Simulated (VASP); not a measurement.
# Ti (I4_1/amd) in VASP: notebook, part 2 of 2

VASP 6.6.1. Earlier steps stand in the parts before.

## (4) Single point, PBE

This run uses another cell than the first one, of 11.36 Å³/atom, 1.182 times its volume.

The input, INCAR:

```
PREC = Accurate
ENCUT = 520
EDIFF = 1E-7
ISMEAR = -1
SIGMA = 0.1
LREAL = F
LASPH = T
NELM = 80
ALGO = Normal
ISIF = 2
LWAVE = F
LCHARG = F
GGA = PE
NBANDS = 19
```

The input, KPOINTS:

```
Automatic mesh
0
Gamma
  15 15 15
```

The input, POSCAR:

```
Ti
1.0
   -2.1338626370      2.1338626370      1.2477360778
    2.1338626370     -2.1338626370      1.2477360778
    2.1338626370      2.1338626370     -1.2477360778
Ti
2
Direct
   -0.3750000000     -0.1250000000     -0.2500000000
    0.3750000000      0.1250000000      0.2500000000
```

Potentials or basis: VASP PAW PBE potentials, release 64 (Ti_sv).

Started as:

```
$ cat potpaw_PBE.64/Ti_sv/POTCAR > POTCAR
$ mpirun -np 1 vasp_std > vasp.out
```

OUTCAR:

```text
PREC = Accurate
   ENCUT = 520
   EDIFF = 1E-7
   ISMEAR = -1
   LREAL = F
   LASPH = T
   NELM = 80
   ISIF = 2
   GGA = PE

 ion  position               nearest neighbor table
   1  0.625  0.875  0.750-   2 2.22   2 2.22   2 2.22   2 2.22   2 2.84   2 2.84   2 2.84   2 2.84

   2  0.375  0.125  0.250-   1 2.22   1 2.22   1 2.22   1 2.22   1 2.84   1 2.84   1 2.84   1 2.84

  LATTYP: Found a body centered tetragonal cell.
 ALAT       =     4.2677252740
 C/A-ratio  =     0.5847312082

  Lattice vectors:

 A1 = (  -2.1338626370,   2.1338626370,   1.2477360778)
 A2 = (   2.1338626370,  -2.1338626370,   1.2477360778)
 A3 = (   2.1338626370,   2.1338626370,  -1.2477360778)

Analysis of symmetry for initial positions (statically):
=====================================================================
 Subroutine PRICEL returns:
 Original cell was already a primitive cell.

 Routine SETGRP: Setting up the symmetry group for a
 body centered tetragonal supercell.

 Subroutine GETGRP returns: Found 16 space group operations
 (whereof  4 operations were pure point group operations)
 out of a pool of 16 trial point group operations.

The static configuration has the point symmetry C_2h.
 The point group associated with its full space group is D_4h.

Analysis of symmetry for dynamics (positions and initial velocities):
=====================================================================
 Subroutine PRICEL returns:
 Original cell was already a primitive cell.

 Routine SETGRP: Setting up the symmetry group for a
 body centered tetragonal supercell.

 Subroutine GETGRP returns: Found 16 space group operations
 (whereof  4 operations were pure point group operations)
 out of a pool of 16 trial point group operations.

The dynamic configuration has the point symmetry C_2h.
 The point group associated with its full space group is D_4h.

 Subroutine INISYM returns: Found 16 space group operations
 (whereof  4 operations are pure point group operations),
 and found     1 'primitive' translations

----------------------------------------------------------------------------------------

                                     Primitive cell

  volume of cell :      22.7256

  direct lattice vectors                    reciprocal lattice vectors
    -2.133862637  2.133862637  1.247736078     0.000000000  0.234316863  0.400725770
     2.133862637 -2.133862637  1.247736078     0.234316863  0.000000000  0.400725770
     2.133862637  2.133862637 -1.247736078     0.234316863  0.234316863  0.000000000

  length of vectors
     3.265514481  3.265514481  3.265514481     0.464204195  0.464204195  0.331374086

  position of ions in fractional coordinates (direct lattice)
     0.625000000  0.875000000  0.750000000
     0.375000000  0.125000000  0.250000000

  ion indices of the primitive-cell ions
   primitive index   ion index
                 1           1
                 2           2

----------------------------------------------------------------------------------------

 KPOINTS: Automatic mesh

Automatic generation of k-mesh.
 Grid dimensions read from file:
 generate k-points for:   15   15   15

 Generating k-lattice:

  Cartesian coordinates                     Fractional coordinates (reciprocal lattice)
     0.000000000  0.015621124  0.026715051     0.066666667 -0.000000000  0.000000000
     0.015621124  0.000000000  0.026715051    -0.000000000  0.066666667  0.000000000
     0.015621124  0.015621124  0.000000000     0.000000000  0.000000000  0.066666667

  Length of vectors
     0.030946946  0.030946946  0.022091606

  Shift w.r.t. Gamma in fractional coordinates (k-lattice)
     0.000000000  0.000000000  0.000000000

 Subroutine IBZKPT returns following result:
 ===========================================

 Found    288 irreducible k-points:

 Following reciprocal coordinates:
            Coordinates               Weight
  0.000000  0.000000  0.000000      1.000000
  0.066667 -0.000000  0.000000      8.000000
  0.133333  0.000000  0.000000      8.000000
  0.200000  0.000000  0.000000      8.000000
  0.266667  0.000000  0.000000      8.000000
  0.333333  0.000000  0.000000      8.000000
[... 16 lines left out ...]
  0.133333  0.133333 -0.000000      8.000000
  0.200000  0.133333 -0.000000     16.000000
 [... further k-points ...]
   k-points           NKPTS =    288   k-points in BZ     NKDIM =    288   number of bands    NBANDS=     19
   number of dos      NEDOS =    301   number of ions     NIONS =      2
   total plane-waves  NPLWV =  13824
   dimension x,y,z NGX =    24 NGY =   24 NGZ =   24
   dimension x,y,z NGXF=    48 NGYF=   48 NGZF=   48
   ions per type =               2
   NGX,Y,Z   is equivalent  to a cutoff of  12.22, 12.22, 12.22 a.u.
   NGXF,Y,Z  is equivalent  to a cutoff of  24.44, 24.44, 24.44 a.u.
 SYSTEM =  unknown system
   PREC   = accura    normal or accurate (medium, high low for compatibility)
   ISTART =      0    job   : 0-new  1-cont  2-samecut
   ICHARG =      2    charge: 1-file 2-atom 10-const
   ISPIN  =      1    spin polarized calculation?
   LNONCOLLINEAR =      F non collinear calculations
   LSORBIT =      F    spin-orbit coupling
   LASPH  =      T    aspherical Exc in radial PAW
   ENCUT  =  520.0 eV  38.22 Ry    6.18 a.u.   6.07  6.07  6.07*2*pi/ulx,y,z
   NELM   =     80;   NELMIN=  2; NELMDL= -5     # of ELM steps
   EDIFF  = 0.1E-06   stopping-criterion for ELM
   LREAL  =      F    real-space projection
   EDIFFG = 0.1E-05   stopping-criterion for IOM
   NSW    =      0    number of steps for IOM
   IBRION =     -1    ionic relax: 0-MD 1-quasi-New 2-CG
   NFREE  =      0    steps in history (QN), initial steepest desc. (CG)
   ISIF   =      2    stress and relaxation
   ISYM   =      2    0-nonsym 1-usesym 2-fastsym
   POTIM  = 0.5000    time-step for ionic-motion
   TEBEG  =    0.0;   TEEND  =   0.0 temperature during run
   PSTRESS=    0.0 pullay stress
   NELECT =      24.0000    total number of electrons
   NUPDOWN=      -1.0000    fix difference up-down
   EMIN   =  10.00;   EMAX   =-10.00  energy-range for DOS
   EFERMI =   0.00;   METHOD = LEGACY
   ISMEAR =    -1;   SIGMA  =   0.10  broadening in eV -4-tet -1-fermi 0-gaus
   EFERMI_NEDOS =   21; number of points for ismear=-14 and -15
   IALGO  =     38    algorithm
   IMIX   =      4    mixing-type and parameters
     AMIX     =   0.40;   BMIX     =  1.00
     AMIX_MAG =   1.60;   BMIX_MAG =  1.00
  volume/ion in A,a.u.               =      11.36        76.68
  Fermi-wavevector in a.u.,A,eV,Ry     =   1.667145  3.150447 37.815656  2.779372
  Thomas-Fermi vector in A             =   2.753218
   LORBIT       =      0    0 simple, 1 ext, 2 COOP (PROOUT), +10 PAW based schemes
   GGA     = PE    functional components
   LHFCALC =     F    Hartree Fock is set to
   AEXX    =    0.0000 exact exchange contribution
   IVDW    =     0    specifies the selected vdW correction
   LEPSILON=     F    determine dielectric tensor
   LRPA    =     F    only Hartree local field effects (RPA)
 non-spin polarized calculation
  energy-cutoff  :      520.00
  volume of cell :       22.73
 maximum number of plane-waves:       628
   NGX = 13   NGY = 13   NGZ = 13

 number of electron      24.0000002 magnetization

 Free energy of the ion-electron system (eV)
  ---------------------------------------------------
  ext. energy  EPLUGINS =         0.00000000
  ---------------------------------------------------
  free energy    TOTEN  =       -12.54343968 eV

  energy without entropy =      -12.46107861  energy(sigma->0) =      -12.50225915

 E-fermi :  13.1840     XC(G=0): -13.6161

 val. band max:       13.1835796074   @ k =  -0.2667   0.4000   0.2667
 cond. band min:      13.1849038480   @ k =  -0.0667   0.3333   0.0667
 fundamental gap:      0.0013242406
 Fermi energy:        13.1840075784

 k-point     1 :       0.0000    0.0000    0.0000
  band No.  band energies     occupation
      1     -43.2577      2.00000
      2     -41.8412      2.00000
      3     -20.1904      2.00000
      4     -20.1904      2.00000
      5     -18.0374      2.00000
      6     -17.9924      2.00000
[... 11 lines left out ...]
     18      19.9372      0.00000
     19      21.0539      0.00000
[... 485 lines left out ...]
 k-point    24 :       0.2000    0.1333   -0.0000
  band No.  band energies     occupation
      1     -42.8716      2.00000
      2     -41.8923      2.00000
      3     -20.0619      2.00000
      4     -19.9232      2.00000
      5     -19.1157      2.00000
      6     -18.9973      2.00000
[... 11 lines left out ...]
     18      18.9186      0.00000
     19      20.3730      0.00000

 [... further k-points ...]

------------------------ aborting loop because EDIFF is reached ----------------------------------------

  FORCE on cell =-STRESS in cart. coord.  units (eV):
  Direction    XX          YY          ZZ          XY          YZ          ZX
  --------------------------------------------------------------------------------------
  -------------------------------------------------------------------------------------
  Total       12.0381117     12.0381117     11.7895678     -0.0000000     -0.0000000     -0.0000000
  in kB      848.6982531    848.6982531    831.1756767     -0.0000000     -0.0000000     -0.0000000
  external PRESSURE =     842.8573943 kB  Pullay stress =       0.0000000 kB

 VOLUME and BASIS-vectors are now :
 -----------------------------------------------------------------------------
  energy-cutoff  :      520.00
  volume of cell :       22.73
      direct lattice vectors                 reciprocal lattice vectors
    -2.133862637  2.133862637  1.247736078     0.000000000  0.234316863  0.400725770
     2.133862637 -2.133862637  1.247736078     0.234316863  0.000000000  0.400725770
     2.133862637  2.133862637 -1.247736078     0.234316863  0.234316863  0.000000000

 POSITION                                       TOTAL-FORCE (eV/Angst)
 -----------------------------------------------------------------------------------
      2.13386      1.06693      0.93580         0.000000      0.000000      0.000000
      0.00000      1.06693      0.31193        -0.000000     -0.000000     -0.000000
 -----------------------------------------------------------------------------------
    total drift:                               -0.000000      0.000000      0.000000

  FREE ENERGIE OF THE ION-ELECTRON SYSTEM (eV)
  ---------------------------------------------------
  free  energy   TOTEN  =       -12.5434396833 eV

  energy  without entropy=      -12.4610786110  energy(sigma->0) =      -12.50225915
```

OSZICAR:

```text
N       E                     dE             d eps       ncg     rms          rms(c)
DAV:   1     0.259009896559E+03    0.25901E+03   -0.12776E+04 11040   0.172E+03
DAV:   2     0.137352503148E+02   -0.24527E+03   -0.24004E+03 11184   0.448E+02
DAV:   3    -0.122504275492E+02   -0.25986E+02   -0.25147E+02 20408   0.124E+02
DAV:   4    -0.130807064681E+02   -0.83028E+00   -0.82362E+00 12397   0.225E+01
DAV:   5    -0.131041523222E+02   -0.23446E-01   -0.23441E-01 15127   0.326E+00    0.214E+01
DAV:   6    -0.123950466130E+02    0.70911E+00   -0.26761E+00 13902   0.176E+01    0.870E+00
DAV:   7    -0.124808146469E+02   -0.85768E-01   -0.56844E-01 16156   0.576E+00    0.310E+00
DAV:   8    -0.125463318416E+02   -0.65517E-01   -0.30067E-01 12821   0.512E+00    0.740E-01
DAV:   9    -0.125430597200E+02    0.32721E-02   -0.41580E-02 11601   0.215E+00    0.319E-01
DAV:  10    -0.125434490443E+02   -0.38932E-03   -0.24432E-03 12419   0.403E-01    0.131E-01
DAV:  11    -0.125434338689E+02    0.15175E-04   -0.48902E-04 11904   0.196E-01    0.934E-03
DAV:  12    -0.125434383713E+02   -0.45024E-05   -0.10392E-05 13246   0.311E-02    0.748E-03
DAV:  13    -0.125434394754E+02   -0.11041E-05   -0.11683E-06 11809   0.102E-02    0.163E-03
DAV:  14    -0.125434396651E+02   -0.18971E-06   -0.10950E-07  8242   0.275E-03    0.327E-04
DAV:  15    -0.125434396833E+02   -0.18221E-07   -0.12219E-08  5691   0.121E-03
   1 F= -.12543440E+02 E0= -.12502259E+02  d E =-.823611E-01
```

It took 36 s on 1 thread of Intel Xeon 6975P-C (Granite Rapids), shared host; peak memory 0.21 GiB.

Results:

| Item | Value |
| --- | --- |
| Free energy | -12.5434 eV |
| Pressure | 84.3 GPa |
| Band gap on the k mesh | zero (band 12 reaches 13.68 eV, above the bottom of band 13 at 12.21 eV) |

Levels at points of the mesh, in eV from the Fermi level:
```tsv
k point	band 10	band 11	band 12	band 13	band 14	band 15
(0.00, 0.00, 0.00)	-4.87	-1.61	-0.76	0.32	3.21	3.21
```
